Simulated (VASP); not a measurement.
# MnF2 (P4_2/mnm) in VASP: single point with PBEsol+U

Aim: the single point of MnF2 with PBEsol+U.

Everything below comes from runs of VASP 6.6.1. Logs are shortened: lines on timing, memory, paths and dates and some standing lists are left out, and cuts for length are marked.

## 1. The cell of the first run

It takes space group P4_2/mnm (No. 136, tetragonal). The conventional cell has a = 4.873 Å, b = 4.873 Å, c = 3.310 Å, α = 90.00°, β = 90.00°, γ = 90.00°. Mn (site symmetry mmm) has 6 F at 2.10 to 2.13 Å within 2.8 Å. F (site symmetry m2m) has 3 Mn at 2.10 to 2.13 Å and 1 F at 2.69 Å within 2.8 Å.

## 2. Single point, PBEsol+U, collinear spin, zero start

File INCAR:

```
PREC = Accurate
ENCUT = 700
EDIFF = 1E-6
ISMEAR = 0
SIGMA = 0.05
LREAL = F
LASPH = T
NELM = 200
ALGO = Normal
ISIF = 2
LWAVE = F
LCHARG = F
ISPIN = 2
MAGMOM = 0 0 0 0 0 0
LORBIT = 11
NUPDOWN = 0.0
LMAXMIX = 4
LDAU = T
LDAUTYPE = 2
LDAUL = 2 -1
LDAUU = 3 0
LDAUJ = 0 0
LDAUPRINT = 1
GGA = PS
NBANDS = 42
GGA_COMPAT = F
```

File KPOINTS:

```
Automatic mesh
0
Gamma
  4 4 6
```

File POSCAR:

```
MnF2
1.0
    4.8733996600      0.0000000000      0.0000000000
    0.0000000000      4.8733996600      0.0000000000
    0.0000000000      0.0000000000      3.3098997700
Mn F
2 4
Direct
    0.0000000000      0.0000000000      0.0000000000
    0.5000000000      0.5000000000      0.5000000000
    0.3050000000      0.3050000000      0.0000000000
    0.1950000000      0.8050000000      0.5000000000
    0.6950000000      0.6950000000      0.0000000000
    0.8050000000      0.1950000000      0.5000000000
```

Potentials or basis: VASP PAW PBE potentials, release 64 (Mn_sv, F).

The run is started by

```
> cat potpaw_PBE.64/Mn_sv/POTCAR potpaw_PBE.64/F/POTCAR > POTCAR
> mpirun -np 1 vasp_std > vasp.out
```

OUTCAR:

```text
PREC = Accurate
   ENCUT = 700
   EDIFF = 1E-6
   ISMEAR = 0
   LREAL = F
   LASPH = T
   NELM = 200
   ISIF = 2
   ISPIN = 2
   LORBIT = 11
   NUPDOWN = 0.0
   GGA = PS

 ion  position               nearest neighbor table
   1  0.000  0.000  0.000-   3 2.10   5 2.10   4 2.13   6 2.13   4 2.13   6 2.13
   2  0.500  0.500  0.500-   4 2.10   6 2.10   5 2.13   3 2.13   3 2.13   5 2.13
   3  0.305  0.305  0.000-   1 2.10   2 2.13   2 2.13
   4  0.195  0.805  0.500-   2 2.10   1 2.13   1 2.13
   5  0.695  0.695  0.000-   1 2.10   2 2.13   2 2.13
   6  0.805  0.195  0.500-   2 2.10   1 2.13   1 2.13

  LATTYP: Found a simple tetragonal cell.
 ALAT       =     4.8733996600
 C/A-ratio  =     0.6791767556

  Lattice vectors:

 A1 = (   4.8733996600,   0.0000000000,   0.0000000000)
 A2 = (   0.0000000000,   4.8733996600,   0.0000000000)
 A3 = (   0.0000000000,   0.0000000000,   3.3098997700)

Analysis of symmetry for initial positions (statically):
=====================================================================
 Subroutine PRICEL returns:
 Original cell was already a primitive cell.

 Routine SETGRP: Setting up the symmetry group for a
 simple tetragonal supercell.

 Subroutine GETGRP returns: Found 16 space group operations
 (whereof  8 operations were pure point group operations)
 out of a pool of 16 trial point group operations.

The static configuration has the point symmetry D_2h.
 The point group associated with its full space group is D_4h.

Analysis of symmetry for dynamics (positions and initial velocities):
=====================================================================
 Subroutine PRICEL returns:
 Original cell was already a primitive cell.

 Routine SETGRP: Setting up the symmetry group for a
 simple tetragonal supercell.

 Subroutine GETGRP returns: Found 16 space group operations
 (whereof  8 operations were pure point group operations)
 out of a pool of 16 trial point group operations.

The dynamic configuration has the point symmetry D_2h.
 The point group associated with its full space group is D_4h.

Analysis of structural, dynamic, and magnetic symmetry:
=====================================================================
 Subroutine PRICEL returns:
 Original cell was already a primitive cell.

 Routine SETGRP: Setting up the symmetry group for a
 simple tetragonal supercell.

 Subroutine GETGRP returns: Found 16 space group operations
 (whereof  8 operations were pure point group operations)
 out of a pool of 16 trial point group operations.

The overall configuration has the point symmetry D_2h.
 The point group associated with its full space group is D_4h.

 Subroutine INISYM returns: Found 16 space group operations
 (whereof  8 operations are pure point group operations),
 and found     1 'primitive' translations

----------------------------------------------------------------------------------------

                                     Primitive cell

  volume of cell :      78.6102

  direct lattice vectors                    reciprocal lattice vectors
     4.873399660  0.000000000  0.000000000     0.205195566  0.000000000  0.000000000
     0.000000000  4.873399660  0.000000000     0.000000000  0.205195566  0.000000000
     0.000000000  0.000000000  3.309899770     0.000000000  0.000000000  0.302123952

  length of vectors
     4.873399660  4.873399660  3.309899770     0.205195566  0.205195566  0.302123952

[... 157 lines left out ...]
  o =  0.4635  v = -0.0000  0.0000 -0.0000  0.0000  1.0000  0.0000  0.0000  0.0000  0.0000  0.0000      0.0000  0.0000  0.0000  0.0000  0.0000  0.0000  0.0000  0.0000  0.0000  0.0000
  o =  0.4635  v =  0.0000  0.0000  0.0000  0.0000  0.0000  0.0000 -0.0000  0.0000  0.0000 -1.0000      0.0000  0.0000  0.0000  0.0000  0.0000  0.0000  0.0000  0.0000  0.0000  0.0000
  o =  0.8886  v =  0.0000  0.0000  0.0000  0.0000  0.0000 -0.6602  0.0000 -0.7511  0.0000 -0.0000      0.0000  0.0000  0.0000  0.0000  0.0000  0.0000  0.0000  0.0000  0.0000  0.0000
  o =  0.8886  v = -0.6602 -0.0000 -0.7511 -0.0000 -0.0000  0.0000  0.0000  0.0000  0.0000  0.0000      0.0000  0.0000  0.0000  0.0000  0.0000  0.0000  0.0000  0.0000  0.0000  0.0000
  o =  0.8898  v =  0.0000  0.0000  0.0000  0.0000  0.0000  0.0000  0.7071  0.0000  0.7071  0.0000      0.0000  0.0000  0.0000  0.0000  0.0000  0.0000  0.0000  0.0000  0.0000  0.0000
  o =  0.8898  v = -0.0000  0.7071 -0.0000  0.7071 -0.0000  0.0000  0.0000  0.0000  0.0000  0.0000      0.0000  0.0000  0.0000  0.0000  0.0000  0.0000  0.0000  0.0000  0.0000  0.0000

atom =   2  type =  1  l = 2

 onsite density matrix

spin component  1

  0.4297  0.0000 -0.4034  0.0000  0.0000
  0.0000  0.4775  0.0000 -0.4123  0.0000
 -0.4034  0.0000  0.5341  0.0000  0.0000
  0.0000 -0.4123  0.0000  0.4775  0.0000
  0.0000  0.0000  0.0000  0.0000  0.4635

spin component  2

  0.4297  0.0000 -0.4034  0.0000  0.0000
  0.0000  0.4775  0.0000 -0.4123  0.0000
 -0.4034  0.0000  0.5341  0.0000  0.0000
  0.0000 -0.4123  0.0000  0.4775  0.0000
  0.0000  0.0000  0.0000  0.0000  0.4635

 occupancies and eigenvectors

  o =  0.0652  v =  0.0000  0.0000  0.0000  0.0000  0.0000  0.0000  0.7071  0.0000  0.7071 -0.0000      0.0000  0.0000  0.0000  0.0000  0.0000  0.0000  0.0000  0.0000  0.0000  0.0000
  o =  0.0652  v = -0.0000 -0.7071 -0.0000 -0.7071  0.0000  0.0000  0.0000  0.0000  0.0000  0.0000      0.0000  0.0000  0.0000  0.0000  0.0000  0.0000  0.0000  0.0000  0.0000  0.0000
  o =  0.0751  v =  0.0000  0.0000  0.0000  0.0000  0.0000 -0.7511  0.0000 -0.6602  0.0000  0.0000      0.0000  0.0000  0.0000  0.0000  0.0000  0.0000  0.0000  0.0000  0.0000  0.0000
  o =  0.0751  v =  0.7511 -0.0000  0.6602 -0.0000 -0.0000  0.0000  0.0000  0.0000  0.0000  0.0000      0.0000  0.0000  0.0000  0.0000  0.0000  0.0000  0.0000  0.0000  0.0000  0.0000
  o =  0.4635  v = -0.0000  0.0000  0.0000 -0.0000 -1.0000  0.0000  0.0000  0.0000  0.0000  0.0000      0.0000  0.0000  0.0000  0.0000  0.0000  0.0000  0.0000  0.0000  0.0000  0.0000
  o =  0.4635  v =  0.0000  0.0000  0.0000  0.0000  0.0000  0.0000  0.0000 -0.0000  0.0000 -1.0000      0.0000  0.0000  0.0000  0.0000  0.0000  0.0000  0.0000  0.0000  0.0000  0.0000
  o =  0.8886  v =  0.0000  0.0000  0.0000  0.0000  0.0000 -0.6602  0.0000  0.7511  0.0000 -0.0000      0.0000  0.0000  0.0000  0.0000  0.0000  0.0000  0.0000  0.0000  0.0000  0.0000
  o =  0.8886  v = -0.6602  0.0000  0.7511 -0.0000  0.0000  0.0000  0.0000  0.0000  0.0000  0.0000      0.0000  0.0000  0.0000  0.0000  0.0000  0.0000  0.0000  0.0000  0.0000  0.0000
  o =  0.8898  v =  0.0000  0.0000  0.0000  0.0000  0.0000  0.0000 -0.7071  0.0000  0.7071  0.0000      0.0000  0.0000  0.0000  0.0000  0.0000  0.0000  0.0000  0.0000  0.0000  0.0000
  o =  0.8898  v = -0.0000 -0.7071  0.0000  0.7071 -0.0000  0.0000  0.0000  0.0000  0.0000  0.0000      0.0000  0.0000  0.0000  0.0000  0.0000  0.0000  0.0000  0.0000  0.0000  0.0000

 number of electron      57.9999992 magnetization       0.0000000

 Free energy of the ion-electron system (eV)
  ---------------------------------------------------
  ext. energy  EPLUGINS =         0.00000000
  ---------------------------------------------------
  free energy    TOTEN  =       -30.71654474 eV

  energy without entropy =      -30.70510801  energy(sigma->0) =      -30.71082637

 E-fermi :   3.8223     XC(G=0): -10.1347

 val. band max:        3.8188480153   @ k =   0.5000   0.0000   0.3333
 cond. band min:       3.8855141391   @ k =   0.2500   0.2500   0.3333
 fundamental gap:      0.0666661238
 Fermi energy:         3.8223310527

 spin component 1

 k-point     1 :       0.0000    0.0000    0.0000
  band No.  band energies     occupation
      1     -74.9151      1.00000
      2     -74.9146      1.00000
      3     -44.0519      1.00000
      4     -44.0519      1.00000
      5     -43.7935      1.00000
      6     -43.7935      1.00000
[... 1045 lines left out ...]
     40      12.9464      0.00000
     41      13.1426      0.00000
 Fermi energy:         3.8223166543

 spin component 2

 k-point     1 :       0.0000    0.0000    0.0000
  band No.  band energies     occupation
      1     -74.9151      1.00000
      2     -74.9146      1.00000
      3     -44.0519      1.00000
      4     -44.0519      1.00000
      5     -43.7935      1.00000
      6     -43.7935      1.00000
[... 1045 lines left out ...]
     40      12.9464      0.00000
     41      13.1426      0.00000
 [bands above 41 left out]

------------------------ aborting loop because EDIFF is reached ----------------------------------------

  FORCE on cell =-STRESS in cart. coord.  units (eV):
  Direction    XX          YY          ZZ          XY          YZ          ZX
  --------------------------------------------------------------------------------------
  -------------------------------------------------------------------------------------
  Total       -8.4837522     -8.4837522    -10.4788267     -0.0000000      0.0000000      0.0000000
  in kB     -172.9098200   -172.9098200   -213.5720131     -0.0000000      0.0000000      0.0000000
  external PRESSURE =    -186.4638844 kB  Pullay stress =       0.0000000 kB

 VOLUME and BASIS-vectors are now :
 -----------------------------------------------------------------------------
  energy-cutoff  :      700.00
  volume of cell :       78.61
      direct lattice vectors                 reciprocal lattice vectors
     4.873399660  0.000000000  0.000000000     0.205195566  0.000000000  0.000000000
     0.000000000  4.873399660  0.000000000     0.000000000  0.205195566  0.000000000
     0.000000000  0.000000000  3.309899770     0.000000000  0.000000000  0.302123952

 POSITION                                       TOTAL-FORCE (eV/Angst)
 -----------------------------------------------------------------------------------
      0.00000      0.00000      0.00000         0.000000     -0.000000      0.000000
      2.43670      2.43670      1.65495         0.000000     -0.000000      0.000000
      1.48639      1.48639      0.00000         0.088283      0.088283      0.000000
      0.95031      3.92309      1.65495        -0.088283      0.088283      0.000000
      3.38701      3.38701      0.00000        -0.088283     -0.088283      0.000000
      3.92309      0.95031      1.65495         0.088283     -0.088283      0.000000
 -----------------------------------------------------------------------------------
    total drift:                                0.000000     -0.000000     -0.000000

  FREE ENERGIE OF THE ION-ELECTRON SYSTEM (eV)
  ---------------------------------------------------
  free  energy   TOTEN  =       -30.7165447366 eV

  energy  without entropy=      -30.7051080058  energy(sigma->0) =      -30.71082637

 total charge

# of ion       s       p       d       tot
------------------------------------------
    1        2.086   5.996   4.740  12.822
    2        2.086   5.996   4.740  12.822
    3        1.720   4.328   0.000   6.048
    4        1.720   4.328   0.000   6.048
    5        1.720   4.328   0.000   6.048
    6        1.720   4.328   0.000   6.048
--------------------------------------------------
tot         11.053  29.303   9.479  49.836

 magnetization (x)

# of ion       s       p       d       tot
------------------------------------------
    1       -0.000   0.000   0.000   0.000
    2       -0.000   0.000   0.000   0.000
    3        0.000  -0.000   0.000  -0.000
    4        0.000  -0.000   0.000  -0.000
    5        0.000  -0.000   0.000  -0.000
    6        0.000  -0.000   0.000  -0.000
--------------------------------------------------
tot         -0.000   0.000   0.000   0.000
```

It took 5.3 min on 1 thread of Intel Xeon Platinum 8259CL at 2.50GHz (Skylake/Cascade Lake), shared host; peak memory 0.36 GiB.

Results:

```yaml
Free_energy: -30.7165 eV
Pressure: -18.6 GPa
Largest_force: 0.125 eV/Å
Net_moment: 0.00 μB per cell
Valence_electrons_inside_the_program's_atomic_spheres: Mn 12.82; F 6.05
```

Forces on the atoms (eV/Å):
```
Mn   0.000  0.000  0.000
Mn   0.000  0.000  0.000
F    0.088  0.088  0.000
F   -0.088  0.088  0.000
F   -0.088 -0.088  0.000
F    0.088 -0.088  0.000
```

Eigenvalues of the final occupation matrices:
| site | spin | trace | eigenvalues |
| --- | --- | --- | --- |
| site 1 d | 1 | 2.38 | 0.07 0.08 0.46 0.89 0.89 |
| site 1 d | 2 | 2.38 | 0.07 0.08 0.46 0.89 0.89 |
| site 2 d | 1 | 2.38 | 0.07 0.08 0.46 0.89 0.89 |
| site 2 d | 2 | 2.38 | 0.07 0.08 0.46 0.89 0.89 |

Caveat: the cell stands under tension; the PAW data sets were made with another functional, which shifts forces and pressure a little; the total moment is fixed, so each spin has its own Fermi level.
